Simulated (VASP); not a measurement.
Si5N, 6 atoms in the cell. It takes space group Cm (No. 8, monoclinic). The conventional cell has a = 11.532 Å, b = 2.747 Å, c = 5.913 Å, α = 90.00°, β = 107.80°, γ = 90.00°. Within 2.4 Å of Si (site symmetry m) lie 2 N at 1.75 Å and 1 Si at 2.38 Å. Within 3.9 Å of Si (site symmetry m) lie 16 Si at 2.47 to 3.87 Å and 3 N at 3.22 to 3.35 Å. Within 3.4 Å of Si (site symmetry m) lie 8 Si at 2.38 to 3.18 Å and 4 N at 3.23 to 3.39 Å. Si (site symmetry m) has 1 N at 1.77 Å within 2.4 Å. Si (site symmetry m) has 8 Si at 2.47 to 3.18 Å and 1 N at 3.05 Å within 3.3 Å. Within 2.3 Å of N (site symmetry m) lie 3 Si at 1.75 to 1.77 Å. The cell was generated, and may not be a known phase.

```yaml
Program: VASP 6.6.1
Task: single point
Functional: PBE
Potentials_or_basis: VASP PAW PBE potentials, release 64 (Si, N)
Cutoff: 520 eV
k_mesh: 12 × 12 × 6
Occupations: gaussian, width 0.1 eV
Spin: no spin polarisation
Dipole_correction: no
Further_INCAR_settings: ALGO = Normal; EDIFF = 1e-06; NBANDS = 22
```

Potentials or basis: VASP PAW PBE potentials, release 64 (Si, N).

Launch:

```console
$ cat potpaw_PBE.64/Si/POTCAR potpaw_PBE.64/N/POTCAR > POTCAR
$ mpirun -np 1 vasp_std > vasp.out
```

Hardware: 1 thread of Intel Xeon 8259CL, with other jobs on the host.

Problem. How long does it take, and how much memory?

Solution. Run time: 25 min on 1 thread of Intel Xeon 8259CL (shared host), peak memory 0.56 GiB. Counts: scf iterations 13, k points 242.
